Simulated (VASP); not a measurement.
Set up this calculation in VASP 6.6.1, as the native input.

```
Task                   : single point
Functional             : r2SCAN
Potentials or basis    : VASP PAW PBE potentials, release 64 (Al, Ga_d, N)
Cutoff                 : 520 eV
k mesh                 : 6 × 6 × 6
Occupations            : gaussian, width 0.05 eV
Spin                   : no spin polarisation
Dipole correction      : no
Further INCAR settings : ALGO = Normal; EDIFF = 1e-07; NBANDS = 31
```

Al3GaN4:

```
Al Ga N
1.0
     4.40124    0.00000    0.00000
     0.00000    4.40124    0.00000
     0.00000    0.00000    4.40124
Al Ga N
3 1 4
Direct
  0.50000 0.48505 0.00000
  0.50000 0.94888 0.50000
  0.00000 0.48505 0.50000
  0.00000 0.04326 0.00000
  0.75834 0.72964 0.24166
  0.73058 0.24073 0.73058
  0.24166 0.72964 0.75834
  0.26942 0.24073 0.26942
```

This cell differs from its parent crystal: mode 4 (254.0 1/cm) frozen in, largest displacement +0.225 Å.

One way to write it, as run:

POSCAR

```
Al3GaN4
1.0
    4.4012372926      0.0000000000      0.0000000000
    0.0000000000      4.4012372926      0.0000000000
    0.0000000000      0.0000000000      4.4012372926
Al Ga N
3 1 4
Direct
    0.5000000000      0.4850469939      0.0000000000
    0.5000000000     -0.0511219880      0.5000000000
    0.0000000000      0.4850469939      0.5000000000
    0.0000000000      0.0432620876      0.0000000000
    0.7583411431      0.7296423104      0.2416588569
    0.7305751773      0.2407259900      0.7305751773
    0.2416588569      0.7296423104      0.7583411431
    0.2694248227      0.2407259900      0.2694248227
```

INCAR.step1

```
  PREC = Accurate
  ENCUT = 520
  ISMEAR = 0
  SIGMA = 0.05
  LREAL = False
  LASPH = True
  NELM = 60
  NBANDS = 31
  GGA = PE
  ALGO = Normal
  EDIFF = 1E-4
  LWAVE = True
  LCHARG = False
```

INCAR.step2

```
  PREC = Accurate
  ENCUT = 520
  EDIFF = 1E-7
  ISMEAR = 0
  SIGMA = 0.05
  LREAL = False
  LASPH = True
  NELM = 60
  ALGO = Normal
  ISIF = 2
  LWAVE = False
  LCHARG = False
  METAGGA = R2SCAN
  LMIXTAU = True
  NBANDS = 31
  ISTART = 1
```

KPOINTS

```
regular mesh
0
Gamma
  6 6 6
```

Potentials or basis: VASP PAW PBE potentials, release 64 (Al, Ga_d, N).

Command:

```bash
$ cat potpaw_PBE.64/Al/POTCAR potpaw_PBE.64/Ga_d/POTCAR potpaw_PBE.64/N/POTCAR > POTCAR
$ cp INCAR.step1 INCAR
$ mpirun -np 1 vasp_std > vasp.out
$ cp INCAR.step2 INCAR
$ mpirun -np 1 vasp_std > vasp.out
```

It gave:

```yaml
Pressure: -0.1 GPa
Largest_force: 2.976 eV/Å
Band_gap_on_the_k_mesh: 3.58 eV, indirect (least direct gap 3.60 eV)
```

Caveat: the cell differs from its parent crystal (mode 4 (254.0 1/cm) frozen in, largest displacement +0.225 Å); the PAW data sets were made with another functional, which shifts forces and pressure a little.

It took 3.1 min on 1 thread of Intel(R) Xeon(R) 6975P-C (Granite Rapids) (shared host), peak memory 0.29 GiB.
